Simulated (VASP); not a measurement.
# ZrC (Fm-3m) in VASP: settings compared, part 2 of 2

VASP 6.6.1.

## Step 3: Single point, r2SCAN

This run uses another cell than the first one, of 11.24 Å³/atom, 0.850 times its volume.

POSCAR

```
ZrC
1.0
    0.0000000000      2.2402893809      2.2402893809
    2.2402893809      0.0000000000      2.2402893809
    2.2402893809      2.2402893809      0.0000000000
Zr C
1 1
Direct
    0.5000000000      0.5000000000      0.5000000000
    0.0000000000      0.0000000000      0.0000000000
```

INCAR.step1

```
SYSTEM = ZrC
PREC = Accurate
ENCUT = 520
ISMEAR = 0
SIGMA = 0.05
LREAL = .False.
LASPH = .True.
NELM = 60
NBANDS = 15
GGA = PE
ALGO = Normal
EDIFF = 1E-4
LWAVE = .True.
LCHARG = .False.
```

INCAR.step2

```
SYSTEM = ZrC
PREC = Accurate
ENCUT = 520
EDIFF = 1E-6
ISMEAR = 0
SIGMA = 0.05
LREAL = .False.
LASPH = .True.
NELM = 60
ALGO = Normal
ISIF = 2
LWAVE = .False.
LCHARG = .False.
METAGGA = R2SCAN
LMIXTAU = .True.
NBANDS = 15
ISTART = 1
```

KPOINTS

```
regular mesh
0
Gamma
  12 12 12
  0 0 0
```

Potentials or basis: VASP PAW PBE potentials, release 64 (Zr_sv, C).

Launch:

```
cat potpaw_PBE.64/Zr_sv/POTCAR potpaw_PBE.64/C/POTCAR > POTCAR
cp INCAR.step1 INCAR
mpirun -np 1 vasp_std > vasp.out
cp INCAR.step2 INCAR
mpirun -np 1 vasp_std > vasp.out
```

Run time: 69 s. Hardware: 1 thread of Intel Xeon Platinum 8259CL at 2.50GHz (Skylake/Cascade Lake), shared host; peak memory 0.16 GiB.

Results (log left out):

```yaml
Free_energy: -34.2439 eV
Pressure: 47.1 GPa
Band_gap_on_the_k_mesh: zero (band 8 reaches 12.35 eV, above the bottom of band 9 at 10.98 eV)
```

Levels at points of the mesh, in eV from the Fermi level:
```csv
k point,band 6,band 7,band 8,band 9,band 10,band 11
"(0.00, 0.00, 0.00)",0.86,0.86,0.86,1.25,1.25,1.25
"(0.50, 0.00, 0.00)",-6.16,-3.75,-3.75,5.54,5.54,6.60
"(0.50, 0.50, 0.00)",-2.26,-1.94,0.11,0.11,5.34,7.01
```

Caveat: the PAW data sets were made with another functional, which shifts forces and pressure a little.

## Step 4: Single point, r2SCAN

POSCAR

```
ZrC
1.0
    0.0000000000      2.3650000000      2.3650000000
    2.3650000000      0.0000000000      2.3650000000
    2.3650000000      2.3650000000      0.0000000000
Zr C
1 1
Direct
    0.5000000000      0.5000000000      0.5000000000
    0.0000000000      0.0000000000      0.0000000000
```

INCAR.step1

```
PREC = Accurate
ENCUT = 520
ISMEAR = 0
SIGMA = 0.05
LREAL = False
LASPH = True
NELM = 80
NBANDS = 15
GGA = PE
ALGO = Normal
EDIFF = 1E-4
LWAVE = True
LCHARG = False
```

INCAR.step2

```
PREC = Accurate
ENCUT = 520
EDIFF = 1E-6
ISMEAR = 0
SIGMA = 0.05
LREAL = False
LASPH = True
NELM = 80
ALGO = Normal
ISIF = 2
LWAVE = False
LCHARG = False
METAGGA = R2SCAN
LMIXTAU = True
NBANDS = 15
ISTART = 1
```

KPOINTS

```
regular mesh
0
Gamma
  12 12 12
```

Potentials or basis: VASP PAW PBE potentials, release 64 (Zr_sv, C).

Launch:

```
cat potpaw_PBE.64/Zr_sv/POTCAR potpaw_PBE.64/C/POTCAR > POTCAR
cp INCAR.step1 INCAR
mpirun -np 1 vasp_std > vasp.out
cp INCAR.step2 INCAR
mpirun -np 1 vasp_std > vasp.out
```

OUTCAR:

```text
PREC = Accurate
   ENCUT = 520
   EDIFF = 1E-6
   ISMEAR = 0
   LREAL = False
   LASPH = True
   NELM = 80
   ISIF = 2
   METAGGA = R2SCAN
   ISTART = 1

 ion  position               nearest neighbor table
   1  0.500  0.500  0.500-   2 2.37   2 2.37   2 2.37   2 2.37   2 2.37   2 2.37
   2  0.000  0.000  0.000-   1 2.37   1 2.37   1 2.37   1 2.37   1 2.37   1 2.37

  LATTYP: Found a face centered cubic cell.
 ALAT       =     4.7300000000

  Lattice vectors:

 A1 = (   0.0000000000,   2.3650000000,   2.3650000000)
 A2 = (   2.3650000000,   0.0000000000,   2.3650000000)
[... 611 lines left out ...]
     12      17.6792      0.00000
     13      19.1757      0.00000
     14      19.3924      0.00000
     15      23.3599      0.00000

 [... further k-points ...]
[... 5 lines left out ...]
  --------------------------------------------------------------------------------------
  -------------------------------------------------------------------------------------
  Total       -0.3948479     -0.3948479     -0.3948479      0.0000000      0.0000000      0.0000000
  in kB      -23.9120573    -23.9120573    -23.9120573      0.0000000      0.0000000      0.0000000
  external PRESSURE =     -23.9120573 kB  Pullay stress =       0.0000000 kB

 VOLUME and BASIS-vectors are now :
 -----------------------------------------------------------------------------
  energy-cutoff  :      520.00
  volume of cell :       26.46
      direct lattice vectors                 reciprocal lattice vectors
     0.000000000  2.365000000  2.365000000    -0.211416490  0.211416490  0.211416490
     2.365000000  0.000000000  2.365000000     0.211416490 -0.211416490  0.211416490
     2.365000000  2.365000000  0.000000000     0.211416490  0.211416490 -0.211416490

 POSITION                                       TOTAL-FORCE (eV/Angst)
 -----------------------------------------------------------------------------------
      2.36500      2.36500      2.36500         0.000000      0.000000     -0.000000
      0.00000      0.00000      0.00000        -0.000000     -0.000000      0.000000
 -----------------------------------------------------------------------------------
    total drift:                                0.000000      0.000000      0.000000

  FREE ENERGIE OF THE ION-ELECTRON SYSTEM (eV)
  ---------------------------------------------------
  free  energy   TOTEN  =       -34.7220584924 eV

  energy  without entropy=      -34.7215108499  energy(sigma->0) =      -34.72178467
```

OSZICAR.step1:

```text
N       E                     dE             d eps       ncg     rms          rms(c)
DAV:   1     0.100819039552E+03    0.10082E+03   -0.86578E+03  2160   0.108E+03
DAV:   2    -0.167048686298E+02   -0.11752E+03   -0.11037E+03  2755   0.287E+02
DAV:   3    -0.228300901384E+02   -0.61252E+01   -0.60885E+01  3575   0.551E+01
DAV:   4    -0.229550074011E+02   -0.12492E+00   -0.12484E+00  2583   0.547E+00
DAV:   5    -0.229559679813E+02   -0.96058E-03   -0.96056E-03  2832   0.472E-01    0.197E+01
DAV:   6    -0.195819213798E+02    0.33740E+01   -0.64563E+00  2505   0.227E+01    0.674E+00
DAV:   7    -0.194752340668E+02    0.10669E+00   -0.69566E-01  2457   0.601E+00    0.590E+00
DAV:   8    -0.195008275286E+02   -0.25593E-01   -0.37118E-01  2552   0.472E+00    0.515E+00
DAV:   9    -0.194594026361E+02    0.41425E-01   -0.73934E-02  2363   0.198E+00    0.843E-01
DAV:  10    -0.194584846529E+02    0.91798E-03   -0.62934E-03  2825   0.647E-01    0.951E-02
DAV:  11    -0.194584798629E+02    0.47900E-05   -0.18702E-04  2209   0.127E-01
   1 F= -.19458480E+02 E0= -.19458153E+02  d E =-.653597E-03
```

Wall time 2.7 min (1 thread of Intel Xeon Platinum 8259CL at 2.50GHz (Skylake/Cascade Lake), shared host); peak memory 0.18 GiB.

Results:

- Free energy: -34.7221 eV
- Pressure: -2.4 GPa
- Band gap on the k mesh: zero (band 8 reaches 10.35 eV, above the bottom of band 9 at 9.03 eV)

Caveat: the PAW data sets were made with another functional, which shifts forces and pressure a little.

## Step 5: Summary

```tsv
level	cell	gap on the mesh (eV)	pressure (GPa)
PBEsol	a = 3.345 Å, angles 60.0°, 2 atoms	none	-8.1
r2SCAN	a = 3.168 Å, angles 60.0°, 2 atoms	none	47.1
r2SCAN	a = 3.345 Å, angles 60.0°, 2 atoms	none	-2.4
```

Alike in all rows: task single point; potentials or basis VASP PAW PBE potentials, release 64 (Zr_sv, C); no spin polarisation; k mesh 12 × 12 × 12; cutoff (eV) 520; smearing gaussian 0.05 eV.

Caveats: the PAW data sets were made with another functional, which shifts forces and pressure a little.

Total energies depend on the potentials used, so only differences within one code and one set of settings carry meaning.
